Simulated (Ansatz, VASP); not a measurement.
**One calculation of NaTaO, two programs**

```
Na Ta O
1.0
     2.72042   -2.72147    0.00000
     2.72042    2.72147    0.00000
     0.00000    0.00000    3.88975
Na Ta O
1 1 1
Cartesian
  2.7204 0.0000 0.0000
  0.0000 0.0000 0.0000
  2.7204 0.0000 1.9449
```

Alike in both runs: functional PBE; k mesh 5 × 5 × 6; occupations gaussian, width 0.2 eV; no spin polarisation.

Ansatz relaxed the structure, and its values are those at the end. VASP's run is a single point on that final structure, the one shown.

|  | VASP | Ansatz |
| --- | --- | --- |
| version | VASP 6.6.1 | Ansatz 0.2.0 |
| potentials or method | VASP PAW PBE potentials, release 64 (Na_sv, Ta_sv_GW, O), cutoff 1130 eV | scalar-relativistic, plane waves, PAW |
| valence electrons in the cell | 28 | 28 |

```csv
,VASP,Ansatz,Ansatz less VASP
gap on the k mesh at the Fermi level (eV),none,none,-
pressure (GPa),0.1,0.1,+0.01
```

A gap of «none» marks a metal or a gap that the smearing closes.

Spin-orbit coupling is off throughout.
